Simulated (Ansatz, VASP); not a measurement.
Two plane-wave programs on BaTa2Cu

```
CELL_PARAMETERS angstrom
2.99240 0.00000 0.00000
-1.49620 2.59149 0.00000
0.00000 0.00000 10.82784
ATOMIC_POSITIONS crystal
Ba 0.33333 0.66667 0.00000
Ta 0.00000 0.00000 0.70389
Ta 0.00000 0.00000 0.29611
Cu 0.33333 0.66667 0.50000
```

Alike in both runs: functional PBE; k mesh 6 × 6 × 2; occupations gaussian, width 0.1 eV; no spin polarisation.

Ansatz relaxed the structure, and its values are those at the end. VASP's run is a single point on that final structure, the one shown.

|  | VASP | Ansatz |
| --- | --- | --- |
| version | VASP 6.6.1 | Ansatz 0.2.0 |
| potentials or method | VASP PAW PBE potentials, release 64 (Ba_sv, Ta_pv, Cu), cutoff 520 eV | scalar-relativistic, plane waves, PAW |
| valence electrons in the cell | 43 | 55 |

|  | VASP | Ansatz | Ansatz less VASP |
| --- | --- | --- | --- |
| gap on the k mesh at the Fermi level (eV) | none | none | - |
| pressure (GPa) | 1.9 | 0.2 | -1.78 |
| rms of the force components (eV/Å) | 0.022 | 0.004 | -0.0180 |

A gap of «none» marks a metal or a gap that the smearing closes. VASP's potentials hold 43 valence electrons a cell and Ansatz's 55, so a difference there can come from the potentials and not from the codes.

The k mesh is coarse, so the values compare programs but aren't converged. Neither program's run includes spin-orbit coupling.
